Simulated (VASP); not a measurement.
P:

```
P
1.0
     1.71329    0.98917    2.91156
    -1.71329    0.98917    2.91156
     0.00000   -1.97834    2.91156
P
2
Direct
  0.23402 0.23402 0.23402
  0.76598 0.76598 0.76598
```

| Item | Value |
| --- | --- |
| Program | VASP 6.6.1 |
| Task | relaxation of cell and atoms |
| Functional | PBE |
| Potentials or basis | VASP PAW PBE potentials, release 64 (P) |
| Cutoff | 600 eV |
| k mesh | 15 × 15 × 15 |
| Occupations | gaussian, width 0.1 eV |
| Spin | no spin polarisation |

At the start: pressure 4.9 GPa; volume 14.80 Å³/atom.

Question: Where does the relaxation end?

Answer: Over 9 steps the energy falls by 19.5 meV/atom and the volume is 16.10 Å³/atom (+8.8 %); space group R-3m (No. 166, to 0.1 Å) before and after.

The path:
| step | energy change (eV) | largest force (eV/Å) | pressure (GPa) | volume (Å³) |
| --- | --- | --- | --- | --- |
| 1 | 0.0000 | 0.0423 | 4.91 | 29.61 |
| 2 | -0.0188 | 0.4023 | -1.60 | 31.59 |
| 3 | -0.0213 | 0.3072 | -0.09 | 31.06 |
| 4 | -0.0296 | 0.1949 | 0.07 | 31.34 |
| 5 | -0.0358 | 0.0527 | 0.32 | 31.79 |
| 6 | -0.0385 | 0.0028 | -0.09 | 32.09 |
| 7 | -0.0389 | 0.0353 | -0.33 | 32.28 |
| 8 | -0.0389 | 0.0358 | 0.37 | 32.14 |
| 9 | -0.0391 | 0.0012 | 0.01 | 32.21 |

Final structure:
```
P
1.0
     1.73842    1.00368    3.07662
    -1.73842    1.00368    3.07662
     0.00000   -2.00736    3.07662
P
2
Direct
  0.22898 0.22898 0.22898
  0.77102 0.77102 0.77102
```
